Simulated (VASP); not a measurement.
W, 1 atom in the cell. Symmetry: Im-3m, No. 229, cubic system. The conventional cell has a = 3.206 Å, b = 3.206 Å, c = 3.206 Å, α = 90.00°, β = 90.00°, γ = 90.00°. W (site symmetry m-3m) has 14 W at 2.78 to 3.21 Å within 3.7 Å. 

| Quantity | Value |
| --- | --- |
| Program | VASP 6.6.1 |
| Task | single point |
| Functional | PBEsol |
| Potentials or basis | VASP PAW PBE potentials, release 64 (W_sv) |
| Cutoff | 520 eV |
| k mesh | 12 × 12 × 12 |
| Occupations | fermi-dirac, width 0.05 eV |
| Spin | non-collinear spin, zero start, spin-orbit coupling |
| Starting moments | [[0.0, 0.0, 0.0]] μB |
| Dipole correction | no |
| Further INCAR settings | ALGO = Normal; EDIFF = 1e-06; NBANDS = 25 |

Potentials or basis: VASP PAW PBE potentials, release 64 (W_sv).

Run with:

```console
$ cat potpaw_PBE.64/W_sv/POTCAR > POTCAR
$ mpirun -np 1 vasp_ncl > vasp.out
```

Hardware: 1 thread of Intel(R) Xeon(R) 6975P-C (Granite Rapids), on a shared host.

Estimate the wall time of this run.

Run time: 20 s on 1 thread of Intel(R) Xeon(R) 6975P-C (Granite Rapids), with other jobs on the host, peak memory 0.22 GiB. Counts: scf iterations 11, k points 72.
